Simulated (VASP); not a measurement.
A run of VASP 6.6.1:

The input INCAR:

```
PREC = Accurate
ENCUT = 520
EDIFF = 1E-6
ISMEAR = 0
SIGMA = 0.02
LREAL = False
LASPH = True
NELM = 150
ALGO = Normal
ISIF = 2
LWAVE = False
LCHARG = False
LMAXMIX = 4
LDAU = True
LDAUTYPE = 2
LDAUL = 2 -1
LDAUU = 6.2 0
LDAUJ = 0 0
LDAUPRINT = 1
GGA = PE
NBANDS = 21
```

File KPOINTS:

```
Automatic mesh
0
Gamma
  10 10 10
```

File POSCAR:

```
WF2
1.0
    0.0000000000      2.6797043382      2.6797043382
    2.6797043382      0.0000000000      2.6797043382
    2.6797043382      2.6797043382      0.0000000000
W F
1 2
Direct
    0.0000000000      0.0000000000      0.0000000000
    0.2500000000      0.2500000000      0.2500000000
    0.7500000000      0.7500000000      0.7500000000
```

Potentials or basis: VASP PAW PBE potentials, release 64 (W_sv, F).

Run with:

```sh
$ cat potpaw_PBE.64/W_sv/POTCAR potpaw_PBE.64/F/POTCAR > POTCAR
$ mpirun -np 1 vasp_std > vasp.out
```

Hardware: 1 thread of Intel(R) Xeon(R) Platinum 8488C (Sapphire Rapids), with other jobs on the host.

Question: How long does it take, and how much memory?

Answer: Run time: 44 s on 1 thread of Intel(R) Xeon(R) Platinum 8488C (Sapphire Rapids), with other jobs on the host, peak memory 0.17 GiB. Counts: scf iterations 15, k points 47.
